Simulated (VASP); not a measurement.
# MgB15N15 (a cell with a defect) in VASP: notebook

Runs on MgB15N15 (a cell with a defect). Level: PBE. Tasks: single point.

Program: VASP 6.6.1. These are calculated values, not measurements. Logs are shortened: lines on timing, memory, paths and dates and some standing lists are left out, and cuts for length are marked.

### Step 1. The cell of the first run

The cell holds a defect, 31 atoms: a = 6.277 Å, b = 6.277 Å, c = 6.277 Å, α = 109.47°, β = 109.47°, γ = 109.47°.

### Step 2. Single point, PBE, collinear spin

File INCAR:

```
  PREC = Accurate
  ENCUT = 520
  EDIFF = 1E-6
  ISMEAR = 0
  SIGMA = 0.01
  LREAL = Auto
  LASPH = True
  NELM = 200
  ALGO = Normal
  ISIF = 2
  LWAVE = False
  LCHARG = False
  ISPIN = 2
  MAGMOM = 0.04 0.01 0.01 0.04 0.01 0.01 0 0.01 0.01 0 0 0.04 0 0 0 0.03 0.01 0 0.01 0.01 0 0 0.01 0 0 0 0.01 0.01 0.01 0.01 0.01
  LORBIT = 11
  NUPDOWN = 1.0
  GGA = PE
  NBANDS = 86
  NELECT = 121.0
  GGA_COMPAT = False
  ISYM = -1
```

File KPOINTS:

```
explicit points
1
Reciprocal
  0.25000000   0.25000000   0.25000000 1
```

File POSCAR:

```
MgB15N15
1.0
   -3.6241103800      3.6241103800     -3.6241103800
    3.6241103800      3.6241103800      3.6241103800
    3.6241103800     -3.6241103800     -3.6241103800
B Mg N
15 1 15
Direct
   -0.0028280155     -0.0016472284     -0.0435050355
    0.0094034756      0.2569393273      0.7545828908
    0.0093447280      0.5064065497      0.5050652619
   -0.0028349760      0.7082769493      0.2464894600
    0.2557091329      0.0106143487      0.7545774843
    0.2557244625      0.5064247954      0.2587863065
    0.2461946111      0.7509353260     -0.0009042414
    0.5051661727      0.0105378529      0.5050408705
    0.5051966722      0.2569274636      0.2587499643
    0.4980834405      0.4992977046      0.0021250164
    0.4980303993      0.7538768863      0.7474448729
    0.7068938633     -0.0015296575      0.2466089092
    0.7497201234      0.2474126272     -0.0008982333
    0.7526224100      0.4991930957      0.7473828603
    0.7497431217      0.7509708492      0.4956270670
    0.1796344942      0.1808024402      0.4292374317
   -0.0002720663      0.2503210114      0.0062260568
    0.0072651738      0.5059876596      0.7541540395
   -0.0001875328      0.7580877878      0.4985298741
    0.2491267384      0.0009438626      0.0061132639
    0.2525265822      0.2538127454      0.7778179643
    0.2524278351      0.5294636989      0.5018769204
    0.2491979804      0.7578495190      0.2491146934
    0.5047501648      0.0085498135      0.7541323627
    0.5281702416      0.2536126785      0.5018068339
    0.5047994304      0.5060250076      0.2567614268
    0.5012885195      0.7528097636      0.0009297285
    0.7567896440      0.0010167176      0.4985472845
    0.7566392685      0.2504472803      0.2491467111
    0.7515201574      0.5024753294      0.0009060297
    0.7514944293      0.7527379042      0.7505674064
```

Potentials or basis: VASP PAW PBE potentials, release 64 (B, Mg, N).

Started as:

```bash
cat potpaw_PBE.64/B/POTCAR potpaw_PBE.64/Mg/POTCAR potpaw_PBE.64/N/POTCAR > POTCAR
mpirun -np 1 vasp_std > vasp.out
```

OUTCAR:

```text
PREC = Accurate
   ENCUT = 520
   EDIFF = 1E-6
   ISMEAR = 0
   LREAL = Auto
   LASPH = True
   NELM = 200
   ISIF = 2
   ISPIN = 2
   LORBIT = 11
   NUPDOWN = 1.0
   GGA = PE
   NELECT = 121.0
   ISYM = -1

 ion  position               nearest neighbor table
   1  0.997  0.998  0.956-  31 1.48  20 1.50  17 1.50  16 2.45
   2  0.009  0.257  0.755-  21 1.49  18 1.57  28 1.60  17 1.61  16 2.59
   3  0.009  0.506  0.505-  22 1.49  18 1.57  29 1.60  19 1.61  16 2.59
   4  0.997  0.708  0.246-  30 1.48  19 1.50  23 1.50  16 2.45
   5  0.256  0.011  0.755-  21 1.49  24 1.57  19 1.60  20 1.61  16 2.59
   6  0.256  0.506  0.259-  22 1.49  26 1.57  17 1.60  23 1.61  16 2.59
   7  0.246  0.751  0.999-  18 1.53  20 1.55  23 1.55  27 1.59
   8  0.505  0.011  0.505-  25 1.49  24 1.57  23 1.60  28 1.61  16 2.59
   9  0.505  0.257  0.259-  25 1.49  26 1.57  20 1.60  29 1.61  16 2.59
  10  0.498  0.499  0.002-  21 1.50  26 1.57  30 1.59  27 1.59
  11  0.498  0.754  0.747-  22 1.50  24 1.57  27 1.59  31 1.59
  12  0.707  0.998  0.247-  27 1.48  28 1.50  29 1.50  16 2.45
  13  0.750  0.247  0.999-  24 1.53  17 1.55  29 1.55  30 1.59
  14  0.753  0.499  0.747-  25 1.50  18 1.57  30 1.59  31 1.59
  15  0.750  0.751  0.496-  26 1.53  28 1.55  19 1.55  31 1.59
  16  0.180  0.181  0.429-  21 1.93  25 1.93  22 1.93   4 2.45  12 2.45   1 2.45   5 2.59   2 2.59
                             8 2.59   3 2.59   9 2.59   6 2.59
  17  1.000  0.250  0.006-   1 1.50  13 1.55   6 1.60   2 1.61
  18  0.007  0.506  0.754-   7 1.53   2 1.57   3 1.57  14 1.57
  19  1.000  0.758  0.499-   4 1.50  15 1.55   5 1.60   3 1.61
  20  0.249  0.001  0.006-   1 1.50   7 1.55   9 1.60   5 1.61
  21  0.253  0.254  0.778-   2 1.49   5 1.49  10 1.50  16 1.93
  22  0.252  0.529  0.502-   3 1.49   6 1.49  11 1.50  16 1.93
  23  0.249  0.758  0.249-   4 1.50   7 1.55   8 1.60   6 1.61
  24  0.505  0.009  0.754-  13 1.53   5 1.57   8 1.57  11 1.57
  25  0.528  0.254  0.502-   8 1.49   9 1.49  14 1.50  16 1.93
  26  0.505  0.506  0.257-  15 1.53   6 1.57   9 1.57  10 1.57
  27  0.501  0.753  0.001-  12 1.48  11 1.59  10 1.59   7 1.59
  28  0.757  0.001  0.499-  12 1.50  15 1.55   2 1.60   8 1.61
  29  0.757  0.250  0.249-  12 1.50  13 1.55   3 1.60   9 1.61
  30  0.752  0.502  0.001-   4 1.48  10 1.59  14 1.59  13 1.59
  31  0.751  0.753  0.751-   1 1.48  11 1.59  14 1.59  15 1.59

IMPORTANT INFORMATION: All symmetrisations will be switched off!
NOSYMM: (Re-)initialisation of all symmetry stuff for point group C_1.

----------------------------------------------------------------------------------------

                                     Primitive cell

  volume of cell :     190.3988

  direct lattice vectors                    reciprocal lattice vectors
    -3.624110380  3.624110380 -3.624110380     0.000000000  0.137964893 -0.137964893
     3.624110380  3.624110380  3.624110380     0.137964893  0.137964893  0.000000000
     3.624110380 -3.624110380 -3.624110380     0.137964893  0.000000000 -0.137964893

  length of vectors
     6.277143310  6.277143310  6.277143310     0.195111823  0.195111823  0.195111823

  position of ions in fractional coordinates (direct lattice)
     0.997171984  0.998352772  0.956494965
     0.009403476  0.256939327  0.754582891
     0.009344728  0.506406550  0.505065262
     0.997165024  0.708276949  0.246489460
     0.255709133  0.010614349  0.754577484
     0.255724462  0.506424795  0.258786306
[... 23 lines left out ...]
     0.751520157  0.502475329  0.000906030
     0.751494429  0.752737904  0.750567406

  ion indices of the primitive-cell ions
   primitive index   ion index
                 1           1
                 2           2
                 3           3
                 4           4
                 5           5
                 6           6
[... 23 lines left out ...]
                30          30
                31          31

----------------------------------------------------------------------------------------

 KPOINTS: explicit points

Read explicit list of k-points.

 Found      1 k-points:

 Following reciprocal coordinates:
            Coordinates               Weight
  0.250000  0.250000  0.250000      1.000000
   k-points           NKPTS =      1   k-points in BZ     NKDIM =      1   number of bands    NBANDS=     86
   number of dos      NEDOS =    301   number of ions     NIONS =     31
   total plane-waves  NPLWV = 110592
   dimension x,y,z NGX =    48 NGY =   48 NGZ =   48
   dimension x,y,z NGXF=    96 NGYF=   96 NGZF=   96
   ions per type =              15   1  15
   NGX,Y,Z   is equivalent  to a cutoff of  12.71, 12.71, 12.71 a.u.
   NGXF,Y,Z  is equivalent  to a cutoff of  25.42, 25.42, 25.42 a.u.
 SYSTEM =  unknown system
   PREC   = accura    normal or accurate (medium, high low for compatibility)
   ISTART =      0    job   : 0-new  1-cont  2-samecut
   ICHARG =      2    charge: 1-file 2-atom 10-const
   ISPIN  =      2    spin polarized calculation?
   LNONCOLLINEAR =      F non collinear calculations
   LSORBIT =      F    spin-orbit coupling
   LASPH  =      T    aspherical Exc in radial PAW
   ENCUT  =  520.0 eV  38.22 Ry    6.18 a.u.  11.67 11.67 11.67*2*pi/ulx,y,z
   NELM   =    200;   NELMIN=  2; NELMDL= -5     # of ELM steps
   EDIFF  = 0.1E-05   stopping-criterion for ELM
   LREAL  =      T    real-space projection
   EDIFFG = 0.1E-04   stopping-criterion for IOM
   NSW    =      0    number of steps for IOM
   IBRION =     -1    ionic relax: 0-MD 1-quasi-New 2-CG
   NFREE  =      0    steps in history (QN), initial steepest desc. (CG)
   ISIF   =      2    stress and relaxation
   ISYM   =     -1    0-nonsym 1-usesym 2-fastsym
   POTIM  = 0.5000    time-step for ionic-motion
   TEBEG  =    0.0;   TEEND  =   0.0 temperature during run
   PSTRESS=    0.0 pullay stress
   NELECT =     121.0000    total number of electrons
   NUPDOWN=       1.0000    fix difference up-down
   EMIN   =  10.00;   EMAX   =-10.00  energy-range for DOS
   EFERMI =   0.00;   METHOD = LEGACY
   ISMEAR =     0;   SIGMA  =   0.01  broadening in eV -4-tet -1-fermi 0-gaus
   EFERMI_NEDOS =   21; number of points for ismear=-14 and -15
   IALGO  =     38    algorithm
   IMIX   =      4    mixing-type and parameters
     AMIX     =   0.40;   BMIX     =  1.00
     AMIX_MAG =   1.60;   BMIX_MAG =  1.00
  volume/ion in A,a.u.               =       6.14        41.45
  Fermi-wavevector in a.u.,A,eV,Ry     =   1.407500  2.659790 26.953924  1.981058
  Thomas-Fermi vector in A             =   2.529753
   LORBIT       =     11    0 simple, 1 ext, 2 COOP (PROOUT), +10 PAW based schemes
   GGA     = PE    functional components
   LHFCALC =     F    Hartree Fock is set to
   AEXX    =    0.0000 exact exchange contribution
   IVDW    =     0    specifies the selected vdW correction
   LEPSILON=     F    determine dielectric tensor
   LRPA    =     F    only Hartree local field effects (RPA)
 spin polarized calculation
 Gauss-broadening in eV      SIGMA  =   0.01
  energy-cutoff  :      520.00
  volume of cell :      190.40
 maximum number of plane-waves:      5072
 NGX is ok and might be reduce to    48
   NGX = 23   NGY = 23   NGZ = 23

 number of electron     121.0000006 magnetization       1.0000043

 Free energy of the ion-electron system (eV)
  ---------------------------------------------------
  ext. energy  EPLUGINS =         0.00000000
  ---------------------------------------------------
  free energy    TOTEN  =      -265.21661519 eV

  energy without entropy =     -265.21661519  energy(sigma->0) =     -265.21661519

 E-fermi :   7.3194     XC(G=0): -12.5622

 val. band max:        7.2151406052   @ k =   0.2500   0.2500   0.2500
 cond. band min:       8.2026348278   @ k =   0.2500   0.2500   0.2500
 fundamental gap:      0.9874942226
 Fermi energy:         7.3194037246

 spin component 1

 k-point     1 :       0.2500    0.2500    0.2500
  band No.  band energies     occupation
      1     -11.7594      1.00000
      2     -11.7584      1.00000
      3     -11.5848      1.00000
      4     -10.8489      1.00000
      5      -8.8331      1.00000
      6      -8.8323      1.00000
[... 64 lines left out ...]
     71      15.0944      0.00000
     72      15.0961      0.00000
 Fermi energy:         7.3194037246

 spin component 2

 k-point     1 :       0.2500    0.2500    0.2500
  band No.  band energies     occupation
      1     -11.7322      1.00000
      2     -11.7311      1.00000
      3     -11.5501      1.00000
      4     -10.8191      1.00000
      5      -8.8039      1.00000
      6      -8.8031      1.00000
[... 64 lines left out ...]
     71      15.2074      0.00000
     72      15.2084      0.00000
 [bands above 72 left out]

------------------------ aborting loop because EDIFF is reached ----------------------------------------

  FORCE on cell =-STRESS in cart. coord.  units (eV):
  Direction    XX          YY          ZZ          XY          YZ          ZX
  --------------------------------------------------------------------------------------
  -------------------------------------------------------------------------------------
  Total        5.8767333      5.7957744      5.8508347     -2.6279371      2.5918278      2.6111163
  in kB       49.4518248     48.7705684     49.2338925    -22.1136949     21.8098401     21.9721498
  external PRESSURE =      49.1520952 kB  Pullay stress =       0.0000000 kB

 VOLUME and BASIS-vectors are now :
 -----------------------------------------------------------------------------
  energy-cutoff  :      520.00
  volume of cell :      190.40
      direct lattice vectors                 reciprocal lattice vectors
    -3.624110380  3.624110380 -3.624110380     0.000000000  0.137964893 -0.137964893
     3.624110380  3.624110380  3.624110380     0.137964893  0.137964893  0.000000000
     3.624110380 -3.624110380 -3.624110380     0.137964893  0.000000000 -0.137964893

 POSITION                                       TOTAL-FORCE (eV/Angst)
 -----------------------------------------------------------------------------------
      3.47072      3.76556     -3.46216         0.003685     -0.015351      0.001952
      3.63179     -1.76944     -1.83759         0.012478     -0.014566      0.015984
      3.63182      0.03873     -0.02901         0.005368     -0.015224      0.007751
     -0.15366      5.28740     -1.94027         0.003268      0.004142      0.007013
      1.84642     -1.76949     -3.62292        -0.012137     -0.005786     -0.001725
      1.84644      1.82424     -0.02930        -0.019044     -0.008775      0.003634
[... 23 lines left out ...]
     -0.89928      4.54133     -0.90585        -0.008961     -0.006608      0.010293
      2.72465      2.73136     -2.71563        -0.004289     -0.015347     -0.003013
 -----------------------------------------------------------------------------------
    total drift:                                0.000931     -0.006586     -0.003289

  FREE ENERGIE OF THE ION-ELECTRON SYSTEM (eV)
  ---------------------------------------------------
  free  energy   TOTEN  =      -265.2166151883 eV

  energy  without entropy=     -265.2166151883  energy(sigma->0) =     -265.21661519

 total charge

# of ion       s       p       d       tot
------------------------------------------
    1        0.719   1.350   0.000   2.069
    2        0.672   1.344   0.000   2.016
    3        0.672   1.344   0.000   2.016
    4        0.719   1.350   0.000   2.069
    5        0.672   1.344   0.000   2.016
    6        0.672   1.345   0.000   2.017
[... 23 lines left out ...]
   30        1.212   2.754   0.000   3.967
   31        1.212   2.754   0.000   3.966
--------------------------------------------------
tot         28.671  62.080   0.094  90.845

 magnetization (x)

# of ion       s       p       d       tot
------------------------------------------
    1        0.006   0.075   0.000   0.082
    2        0.003   0.007   0.000   0.010
    3        0.003   0.007   0.000   0.010
    4        0.006   0.076   0.000   0.082
    5        0.003   0.007   0.000   0.010
    6        0.003   0.007   0.000   0.010
[... 23 lines left out ...]
   30        0.000   0.011   0.000   0.012
   31        0.000   0.011   0.000   0.012
--------------------------------------------------
tot          0.081   0.411   0.003   0.495
```

Wall time 3.3 min (1 thread of Intel Xeon 8259CL, shared host); peak memory 0.4 GiB.

Results:

| Property | Result |
| --- | --- |
| Free energy | -265.2166 eV |
| Largest force | 0.034 eV/Å |
| Net moment | 1.00 μB per cell |
| Site moments | B +0.08, +0.01, +0.00 (each value once); Mg +0.06; N +0.01, -0.00, +0.00 (each value once) μB |
| Valence electrons inside the program's atomic spheres | B 2.07, 2.02, 2.06 (each value once); Mg 0.56; N 3.96, 3.97, 4.06, 4.05 (each value once) |

Forces in eV/Å, atoms in the order of the input:
```
B    0.004 -0.015  0.002
B    0.012 -0.015  0.016
B    0.005 -0.015  0.008
B    0.003  0.004  0.007
B   -0.012 -0.006 -0.002
B   -0.019 -0.009  0.004
B   -0.005  0.005 -0.007
B   -0.002 -0.017 -0.002
B   -0.001 -0.005  0.022
B    0.001  0.022  0.005
B   -0.006 -0.001 -0.013
B   -0.027  0.011 -0.004
B    0.009  0.004  0.006
B    0.024 -0.004  0.010
B    0.004  0.000 -0.004
Mg  -0.018 -0.007  0.028
N    0.011  0.023  0.003
N   -0.010  0.002 -0.001
N    0.015 -0.008 -0.012
N    0.002  0.015 -0.019
N    0.000 -0.007 -0.014
N    0.006  0.011 -0.002
N    0.010  0.020 -0.002
N   -0.003 -0.003 -0.001
N    0.000  0.016 -0.014
N   -0.004 -0.003  0.003
N   -0.008 -0.014  0.004
N    0.016 -0.004 -0.020
N    0.004  0.020 -0.009
N   -0.009 -0.007  0.010
N   -0.004 -0.015 -0.003
```

Caveat: the cell carries a net charge on a neutralising background, which shifts energy and pressure; the cell is charged against a uniform background, so pressure and absolute levels hang on convention; the total moment is fixed, so each spin has its own Fermi level and the state may be an excited one.

### Step 3. Single point, PBE, collinear spin

File INCAR:

```
  ALGO = Normal
  EDIFF = 1E-6
  ENCUT = 520
  GGA = PE
  GGA_COMPAT = False
  ISIF = 2
  ISMEAR = 0
  ISPIN = 2
  ISYM = -1
  LASPH = True
  LCHARG = False
  LORBIT = 11
  LREAL = Auto
  LWAVE = False
  MAGMOM = 0.04 0 0.01 0.04 0.01 0 0.01 0 0.01 0 0 0.04 0.01 0 0.01 0.05 0.03 0.03 0.03 0.03 0.14 0.15 0.03 0.03 0.14 0.02 0.02 0.03 0.03 0.02 0.02
  NBANDS = 86
  NELECT = 120.0
  NELM = 200
  NUPDOWN = 2.0
  PREC = Accurate
  SIGMA = 0.01
```

KPOINTS is that of step 2.

File POSCAR:

```
MgB15N15
1.0
   -3.6241103800      3.6241103800     -3.6241103800
    3.6241103800      3.6241103800      3.6241103800
    3.6241103800     -3.6241103800     -3.6241103800
B Mg N
15 1 15
Direct
   -0.0016635702     -0.0021124074     -0.0421040857
    0.0084700362      0.2565764758      0.7570891084
    0.0067303919      0.5031638492      0.5080725259
   -0.0017325892      0.7064549773      0.2488547922
    0.2571875898      0.0065001621      0.7546563084
    0.2572904408      0.5055230350      0.2589131246
    0.2481130318      0.7506716138      0.0015476679
    0.5060759091      0.0079009509      0.5079240832
    0.5039783781      0.2566737845      0.2577085416
    0.5018417690      0.5019990069      0.0058091602
    0.5029982306      0.7547845944      0.7530306346
    0.7071155130     -0.0023626653      0.2491897665
    0.7509475566      0.2475908724      0.0021444342
    0.7550978422      0.5013339907      0.7534435525
    0.7511742276      0.7501845343      0.4988499317
    0.1734039415      0.1727877742      0.4242590213
    0.0016610056      0.2505351774      0.0103465120
    0.0083774121      0.5049224160      0.7568489189
    0.0027338938      0.7565003891      0.5023265850
    0.2515784959      0.0021301430      0.0078650204
    0.2548792155      0.2555473505      0.7825760527
    0.2562860914      0.5320188793      0.5059118330
    0.2511015024      0.7589284355      0.2524004808
    0.5060808444      0.0079815375      0.7562691562
    0.5319747689      0.2546043170      0.5066578603
    0.5055693058      0.5055111746      0.2590654155
    0.5031347296      0.7527321756      0.0036898586
    0.7594927410      0.0010770571      0.5018449974
    0.7572564560      0.2509725912      0.2534487346
    0.7528903108      0.5025308255      0.0039468553
    0.7533263487      0.7524410550      0.7539143008
```

Potentials or basis: VASP PAW PBE potentials, release 64 (B, Mg, N).

Started as:

```bash
cat potpaw_PBE.64/B/POTCAR potpaw_PBE.64/Mg/POTCAR potpaw_PBE.64/N/POTCAR > POTCAR
mpirun -np 1 vasp_std > vasp.out
```

It took 4.9 min on 1 thread of Intel Xeon 8259CL, shared host; peak memory 0.41 GiB.

It converged, with:

- Free energy: -272.4277 eV
- Largest force: 0.024 eV/Å
- Net moment: 2.00 μB per cell
- Site moments: B +0.08, +0.01, +0.09, -0.00 (each value once); Mg +0.09; N +0.03, +0.04, +0.16, +0.18, +0.02 (each value once) μB
- Valence electrons inside the program's atomic spheres: B 2.06, 2.00, 2.03, 2.01 (each value once); Mg 0.50; N 3.95, 3.96, 3.94, 3.98 (each value once)

Forces in eV/Å, atoms in the order of the input:
```
B    0.003 -0.007 -0.003
B    0.003 -0.008  0.017
B   -0.003  0.002  0.001
B    0.005  0.006  0.000
B   -0.014 -0.004  0.000
B   -0.003  0.003  0.005
B    0.001  0.007 -0.004
B   -0.010 -0.007 -0.004
B   -0.009  0.002  0.011
B   -0.006  0.022  0.005
B   -0.005 -0.001 -0.008
B   -0.004  0.005 -0.003
B    0.005  0.005  0.004
B    0.018  0.000  0.006
B    0.004  0.005 -0.009
Mg  -0.005  0.000  0.012
N    0.010  0.009 -0.001
N   -0.001 -0.005  0.003
N    0.015 -0.003 -0.002
N    0.000  0.006 -0.013
N    0.003 -0.002 -0.013
N    0.002 -0.009  0.000
N   -0.001  0.011 -0.005
N   -0.003 -0.006 -0.003
N   -0.001  0.002 -0.009
N   -0.001 -0.008  0.003
N   -0.016 -0.006  0.000
N    0.009 -0.002 -0.010
N    0.012  0.006  0.003
N   -0.002 -0.006  0.016
N   -0.004 -0.018  0.002
```

Caveat: the cell carries a net charge on a neutralising background, which shifts energy and pressure; the cell is charged against a uniform background, so pressure and absolute levels hang on convention; the moment is held away from its start; the total moment is fixed, so each spin has its own Fermi level and the state may be an excited one.
